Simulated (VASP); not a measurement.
Crystal: TaNbO.

```
Ta Nb O
1.0
    -2.37324    2.37324    2.05043
     2.37324   -2.37324    2.05043
     2.37324    2.37324   -2.05043
Ta Nb O
1 1 1
Direct
  0.75000 0.25000 0.50000
  0.50000 0.50000 0.00000
  0.25000 0.75000 0.50000
```

| Item | Value |
| --- | --- |
| Program | VASP 6.6.1 |
| Task | relaxation of cell and atoms |
| Functional | PBE |
| Potentials or basis | VASP PAW PBE potentials, release 64 (Ta_pv, Nb_sv, O) |
| Cutoff | 600 eV |
| k mesh | 6 × 6 × 6 |
| Occupations | gaussian, width 0.1 eV |
| Spin | no spin polarisation |

At the start: pressure 12.9 GPa; volume 15.40 Å³/atom.

Q: How do energy, volume and symmetry change on relaxing?

A: Over 5 steps the energy falls by 232.2 meV/atom and the volume is 17.79 Å³/atom (+15.5 %); space group I-4m2 (No. 119, to 0.05 Å).

Step by step:
```
step  energy change (eV)  largest force (eV/Å)  pressure (GPa)  volume (Å³)
   1              0.0000                0.0000           12.86        46.19
   2             -0.6806                0.0000           -3.61        54.58
   3             -0.6817                0.0000           -3.08        54.04
   4             -0.6145                0.0000            7.70        51.86
   5             -0.6966                0.0000           -0.22        53.37
```

Final structure:
```yaml
crystal:
  lattice:
    - [-2.61639, 2.61639, 1.94926]
    - [2.61639, -2.61639, 1.94926]
    - [2.61639, 2.61639, -1.94926]
  atoms:
    - { symbol: Ta, position: [0.75000, 0.25000, 0.50000] }
    - { symbol: Nb, position: [0.50000, 0.50000, 0.00000] }
    - { symbol: O, position: [0.25000, 0.75000, 0.50000] }
```

Caveat: the volume moved by over 15 % at a fixed basis, so the end points are rough.
